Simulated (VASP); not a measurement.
# Ge (P3m1) in VASP: a series of runs

Runs on Ge. Level: PBEsol. Tasks: single point.

All numbers are computed with VASP 6.6.1; they aren't measurements. Logs are shortened: lines on timing, memory, paths and dates and some standing lists are left out, and cuts for length are marked.

## (1) The cell of the first run

It takes space group P3m1 (No. 156, trigonal). The conventional cell has a = 4.050 Å, b = 4.050 Å, c = 10.993 Å, α = 90.00°, β = 90.00°, γ = 120.00°. Within 3.2 Å of Ge (site symmetry 3m) lie 3 Ge at 2.39 Å. Ge (site symmetry 3m) has 3 Ge at 2.44 Å within 3.2 Å. Within 3.2 Å of Ge (site symmetry 3m) lie 3 Ge at 2.39 Å. Ge (site symmetry 3m) has 3 Ge at 2.44 Å within 3.2 Å.

## (2) Single point, PBEsol

File INCAR:

```
SYSTEM = Ge
PREC = Accurate
ENCUT = 520
EDIFF = 1E-7
ISMEAR = -1
SIGMA = 0.05
LREAL = .False.
LASPH = .True.
NELM = 80
ALGO = Normal
ISIF = 2
LWAVE = .False.
LCHARG = .False.
GGA = PS
NBANDS = 36
```

File KPOINTS:

```
Automatic mesh
0
Gamma
  6 6 2
  0 0 0
```

File POSCAR:

```
Ge
1.0
    4.0504050000      0.0000000000      0.0000000000
   -2.0252020000      3.5077530000      0.0000000000
    0.0000000000      0.0000000000     10.9933590000
Ge
4
Direct
    0.0000000000      0.0000000000      0.9592591983
    0.0000000000      0.0000000000      0.4774520000
    0.3333333333      0.6666666667      0.9148480000
    0.6666666667      0.3333333333      0.4148480000
```

Potentials or basis: VASP PAW PBE potentials, release 64 (Ge_d).

Launch:

```
> cat potpaw_PBE.64/Ge_d/POTCAR > POTCAR
> mpirun -np 1 vasp_std > vasp.out
```

OUTCAR:

```text
SYSTEM = Ge
   PREC = Accurate
   ENCUT = 520
   EDIFF = 1E-7
   ISMEAR = -1
   LREAL = .False.
   LASPH = .True.
   NELM = 80
   ISIF = 2
   GGA = PS

 ion  position               nearest neighbor table
   1  0.000  0.000  0.959-   3 2.39   3 2.39   3 2.39
   2  0.000  0.000  0.477-   4 2.44   4 2.44   4 2.44
   3  0.333  0.667  0.915-   1 2.39   1 2.39   1 2.39
   4  0.667  0.333  0.415-   2 2.44   2 2.44   2 2.44

  LATTYP: Found a hexagonal cell.
 ALAT       =     4.0504050000
 C/A-ratio  =     2.7141382158

  Lattice vectors:

 A1 = (   4.0504050000,   0.0000000000,   0.0000000000)
 A2 = (  -2.0252020000,   3.5077530000,   0.0000000000)
 A3 = (   0.0000000000,   0.0000000000,  10.9933590000)

Analysis of symmetry for initial positions (statically):
=====================================================================
 Subroutine PRICEL returns:
 Original cell was already a primitive cell.

 Routine SETGRP: Setting up the symmetry group for a
 hexagonal supercell.

 Subroutine GETGRP returns: Found  6 space group operations
 (whereof  6 operations were pure point group operations)
 out of a pool of 24 trial point group operations.

The static configuration has the point symmetry C_3v.

Analysis of symmetry for dynamics (positions and initial velocities):
=====================================================================
 Subroutine PRICEL returns:
 Original cell was already a primitive cell.

 Routine SETGRP: Setting up the symmetry group for a
 hexagonal supercell.

 Subroutine GETGRP returns: Found  6 space group operations
 (whereof  6 operations were pure point group operations)
 out of a pool of 24 trial point group operations.

The dynamic configuration has the point symmetry C_3v.

 Subroutine INISYM returns: Found  6 space group operations
 (whereof  6 operations are pure point group operations),
 and found     1 'primitive' translations

----------------------------------------------------------------------------------------

                                     Primitive cell

  volume of cell :     156.1917

  direct lattice vectors                    reciprocal lattice vectors
     4.050405000  0.000000000  0.000000000     0.246888891  0.142541358  0.000000000
    -2.025202000  3.507753000  0.000000000     0.000000000  0.285082787  0.000000000
     0.000000000  0.000000000 10.993359000     0.000000000  0.000000000  0.090964008

  length of vectors
     4.050405000  4.050404208 10.993359000     0.285082731  0.285082787  0.090964008

  position of ions in fractional coordinates (direct lattice)
     0.000000000  0.000000000  0.959259198
     0.000000000  0.000000000  0.477452000
     0.333333333  0.666666667  0.914848000
     0.666666667  0.333333333  0.414848000

  ion indices of the primitive-cell ions
   primitive index   ion index
                 1           1
                 2           2
                 3           3
                 4           4

----------------------------------------------------------------------------------------

 KPOINTS: Automatic mesh

Automatic generation of k-mesh.
 Grid dimensions read from file:
 generate k-points for:    6    6    2

 Generating k-lattice:

  Cartesian coordinates                     Fractional coordinates (reciprocal lattice)
     0.041148149  0.023756893  0.000000000     0.166666667  0.000000000  0.000000000
     0.000000000  0.047513798  0.000000000     0.000000000  0.166666667  0.000000000
     0.000000000  0.000000000  0.045482004     0.000000000  0.000000000  0.500000000

  Length of vectors
     0.047513788  0.047513798  0.045482004

  Shift w.r.t. Gamma in fractional coordinates (k-lattice)
     0.000000000  0.000000000  0.000000000

 Subroutine IBZKPT returns following result:
 ===========================================

 Found     14 irreducible k-points:

 Following reciprocal coordinates:
            Coordinates               Weight
  0.000000  0.000000  0.000000      1.000000
  0.166667  0.000000  0.000000      6.000000
  0.333333  0.000000  0.000000      6.000000
  0.500000  0.000000  0.000000      3.000000
  0.166667  0.166667  0.000000      6.000000
  0.333333  0.166667  0.000000     12.000000
  0.333333  0.333333  0.000000      2.000000
  0.000000  0.000000  0.500000      1.000000
  0.166667  0.000000  0.500000      6.000000
  0.333333  0.000000  0.500000      6.000000
  0.500000  0.000000  0.500000      3.000000
  0.166667  0.166667  0.500000      6.000000
  0.333333  0.166667  0.500000     12.000000
  0.333333  0.333333  0.500000      2.000000
   k-points           NKPTS =     14   k-points in BZ     NKDIM =     14   number of bands    NBANDS=     36
   number of dos      NEDOS =    301   number of ions     NIONS =      4
   total plane-waves  NPLWV =  75600
   dimension x,y,z NGX =    30 NGY =   30 NGZ =   84
   dimension x,y,z NGXF=    60 NGYF=   60 NGZF=  168
   ions per type =               4
   NGX,Y,Z   is equivalent  to a cutoff of  12.31, 12.31, 12.70 a.u.
   NGXF,Y,Z  is equivalent  to a cutoff of  24.63, 24.63, 25.41 a.u.
 SYSTEM =  Ge
   PREC   = accura    normal or accurate (medium, high low for compatibility)
   ISTART =      0    job   : 0-new  1-cont  2-samecut
   ICHARG =      2    charge: 1-file 2-atom 10-const
   ISPIN  =      1    spin polarized calculation?
   LNONCOLLINEAR =      F non collinear calculations
   LSORBIT =      F    spin-orbit coupling
   LASPH  =      T    aspherical Exc in radial PAW
   ENCUT  =  520.0 eV  38.22 Ry    6.18 a.u.   7.53  7.53 20.44*2*pi/ulx,y,z
   NELM   =     80;   NELMIN=  2; NELMDL= -5     # of ELM steps
   EDIFF  = 0.1E-06   stopping-criterion for ELM
   LREAL  =      F    real-space projection
   EDIFFG = 0.1E-05   stopping-criterion for IOM
   NSW    =      0    number of steps for IOM
   IBRION =     -1    ionic relax: 0-MD 1-quasi-New 2-CG
   NFREE  =      0    steps in history (QN), initial steepest desc. (CG)
   ISIF   =      2    stress and relaxation
   ISYM   =      2    0-nonsym 1-usesym 2-fastsym
   POTIM  = 0.5000    time-step for ionic-motion
   TEBEG  =    0.0;   TEEND  =   0.0 temperature during run
   PSTRESS=    0.0 pullay stress
   NELECT =      56.0000    total number of electrons
   NUPDOWN=      -1.0000    fix difference up-down
   EMIN   =  10.00;   EMAX   =-10.00  energy-range for DOS
   EFERMI =   0.00;   METHOD = LEGACY
   ISMEAR =    -1;   SIGMA  =   0.05  broadening in eV -4-tet -1-fermi 0-gaus
   EFERMI_NEDOS =   21; number of points for ismear=-14 and -15
   IALGO  =     38    algorithm
   IMIX   =      4    mixing-type and parameters
     AMIX     =   0.40;   BMIX     =  1.00
     AMIX_MAG =   1.60;   BMIX_MAG =  1.00
  volume/ion in A,a.u.               =      39.05       263.51
  Fermi-wavevector in a.u.,A,eV,Ry     =   1.163014  2.197777 18.403257  1.352601
  Thomas-Fermi vector in A             =   2.299568
   LORBIT       =      0    0 simple, 1 ext, 2 COOP (PROOUT), +10 PAW based schemes
   GGA     = PS    functional components
   LHFCALC =     F    Hartree Fock is set to
   AEXX    =    0.0000 exact exchange contribution
   IVDW    =     0    specifies the selected vdW correction
   LEPSILON=     F    determine dielectric tensor
   LRPA    =     F    only Hartree local field effects (RPA)
 non-spin polarized calculation
  energy-cutoff  :      520.00
  volume of cell :      156.19
 maximum number of plane-waves:      4241
   NGX = 15   NGY = 15   NGZ = 41

 number of electron      55.9999986 magnetization

 Free energy of the ion-electron system (eV)
  ---------------------------------------------------
  ext. energy  EPLUGINS =         0.00000000
  ---------------------------------------------------
  free energy    TOTEN  =       -17.39412494 eV

  energy without entropy =      -17.38363352  energy(sigma->0) =      -17.38887923

 E-fermi :   0.7724     XC(G=0):  -7.2866

 val. band max:        0.7559453534   @ k =   0.3333   0.3333   0.5000
 cond. band min:       0.7759459848   @ k =   0.3333   0.3333   0.0000
 fundamental gap:      0.0200006313
 Fermi energy:         0.7724226499

 k-point     1 :       0.0000    0.0000    0.0000
  band No.  band energies     occupation
      1     -23.8903      2.00000
      2     -23.8903      2.00000
      3     -23.8795      2.00000
      4     -23.8540      2.00000
      5     -23.8540      2.00000
      6     -23.7256      2.00000
[... 28 lines left out ...]
     35       4.6294      0.00000
     36       4.8844      0.00000

 k-point     2 :       0.1667    0.0000    0.0000
  band No.  band energies     occupation
      1     -23.9125      2.00000
      2     -23.9123      2.00000
      3     -23.8893      2.00000
      4     -23.8388      2.00000
      5     -23.8299      2.00000
      6     -23.7195      2.00000
[... 28 lines left out ...]
     35       5.4716      0.00000
     36       5.6464      0.00000

 k-point     3 :       0.3333    0.0000    0.0000
  band No.  band energies     occupation
      1     -23.9368      2.00000
      2     -23.9364      2.00000
      3     -23.9044      2.00000
      4     -23.8317      2.00000
      5     -23.8037      2.00000
      6     -23.7384      2.00000
[... 28 lines left out ...]
     35       7.2834      0.00000
     36       7.5338      0.00000
[... 352 lines left out ...]
 k-point    13 :       0.3333    0.1667    0.5000
  band No.  band energies     occupation
      1     -23.9706      2.00000
      2     -23.9228      2.00000
      3     -23.9093      2.00000
      4     -23.8321      2.00000
      5     -23.7795      2.00000
      6     -23.7496      2.00000
[... 28 lines left out ...]
     35       6.8526      0.00000
     36       6.8825      0.00000

 k-point    14 :       0.3333    0.3333    0.5000
  band No.  band energies     occupation
      1     -23.9873      2.00000
      2     -23.9138      2.00000
      3     -23.9125      2.00000
      4     -23.8312      2.00000
      5     -23.7610      2.00000
      6     -23.7537      2.00000
[... 28 lines left out ...]
     35       6.9538      0.00000
     36       6.9898      0.00000

------------------------ aborting loop because EDIFF is reached ----------------------------------------

  FORCE on cell =-STRESS in cart. coord.  units (eV):
  Direction    XX          YY          ZZ          XY          YZ          ZX
  --------------------------------------------------------------------------------------
  -------------------------------------------------------------------------------------
  Total       -1.1297177     -1.1297173     -0.3890133     -0.0000002      0.0000000     -0.0000000
  in kB      -11.5883777    -11.5883736     -3.9904064     -0.0000017      0.0000000     -0.0000000
  external PRESSURE =      -9.0557192 kB  Pullay stress =       0.0000000 kB

 VOLUME and BASIS-vectors are now :
 -----------------------------------------------------------------------------
  energy-cutoff  :      520.00
  volume of cell :      156.19
      direct lattice vectors                 reciprocal lattice vectors
     4.050405000  0.000000000  0.000000000     0.246888891  0.142541358  0.000000000
    -2.025202000  3.507753000  0.000000000     0.000000000  0.285082787  0.000000000
     0.000000000  0.000000000 10.993359000     0.000000000  0.000000000  0.090964008

 POSITION                                       TOTAL-FORCE (eV/Angst)
 -----------------------------------------------------------------------------------
      0.00000      0.00000     10.54548        -0.000000      0.000000      0.247816
      0.00000      0.00000      5.24880         0.000000      0.000000     -0.154400
      0.00000      2.33850     10.05725         0.000000      0.000000     -0.266272
      2.02520      1.16925      4.56057        -0.000000     -0.000000      0.172857
 -----------------------------------------------------------------------------------
    total drift:                               -0.000000      0.000000     -0.000235

  FREE ENERGIE OF THE ION-ELECTRON SYSTEM (eV)
  ---------------------------------------------------
  free  energy   TOTEN  =       -17.3941249355 eV

  energy  without entropy=      -17.3836335154  energy(sigma->0) =      -17.38887923
```

It took 74 s on 1 thread of Intel Xeon Platinum 8375C at 2.90GHz (Ice Lake), shared host; peak memory 0.28 GiB.

Results:

```yaml
Free_energy: -17.3941 eV
Pressure: -0.9 GPa
Largest_force: 0.266 eV/Å
Band_gap_on_the_k_mesh: zero (band 28 reaches 0.78 eV, above the bottom of band 29 at 0.59 eV)
```

Forces in eV/Å, atoms in the order of the input:
```
Ge   0.000  0.000  0.248
Ge   0.000  0.000 -0.154
Ge   0.000  0.000 -0.266
Ge   0.000  0.000  0.173
```

Caveat: the PAW data sets were made with another functional, which shifts forces and pressure a little.

## (3) Single point, PBEsol

File INCAR:

```
SYSTEM = Ge
PREC = Accurate ; ENCUT = 520
EDIFF = 1E-6 ; ISMEAR = -1
SIGMA = 0.05 ; LREAL = .False.
LASPH = .True. ; NELM = 60
ALGO = Normal ; ISIF = 2
LWAVE = .False. ; LCHARG = .False.
GGA = PS ; NBANDS = 36
```

File KPOINTS:

```
regular mesh
0
Gamma
  6 6 2
  0 0 0
```

Edit POSCAR of step 2 so:

```diff
@@ -8,3 +8,3 @@
 Direct
-    0.0000000000      0.0000000000      0.9592591983
+    0.0000000000      0.0000000000      0.9956448017
     0.0000000000      0.0000000000      0.4774520000
```

Potentials or basis: VASP PAW PBE potentials, release 64 (Ge_d).

Launch:

```
> cat potpaw_PBE.64/Ge_d/POTCAR > POTCAR
> mpirun -np 1 vasp_std > vasp.out
```

It took 98 s on 1 thread of Intel Xeon Platinum 8375C at 2.90GHz (Ice Lake), shared host; peak memory 0.28 GiB.

Results (log left out):

| Item | Value |
| --- | --- |
| Free energy | -17.3084 eV |
| Pressure | -2.2 GPa |
| Largest force | 0.827 eV/Å |
| Band gap on the k mesh | zero (band 28 reaches 0.72 eV, above the bottom of band 29 at 0.67 eV) |

Forces in eV/Å, atoms in the order of the input:
```
Ge   0.000  0.000 -0.806
Ge   0.000  0.000 -0.171
Ge   0.000  0.000  0.827
Ge   0.000  0.000  0.150
```

Stress tensor (GPa, compression positive):
```
-2.63  0.00  0.00
 0.00 -2.63  0.00
 0.00  0.00 -1.34
```

Levels at points of the mesh, in eV from the Fermi level:
```
           k point  band 25  band 26  band 27  band 28  band 29  band 30  band 31  band 32
(0.00, 0.00, 0.00)    -0.46    -0.46     0.04     0.04     0.41     1.08     1.39     3.53
(0.50, 0.00, 0.00)    -1.98    -1.47    -1.36    -1.13     0.46     0.76     1.57     2.01
(0.00, 0.00, 0.50)    -0.46    -0.46     0.04     0.04     0.38     0.97     2.15     2.68
(0.50, 0.00, 0.50)    -1.98    -1.47    -1.30    -1.17     0.47     0.65     1.58     2.02
```

Caveat: the PAW data sets were made with another functional, which shifts forces and pressure a little.
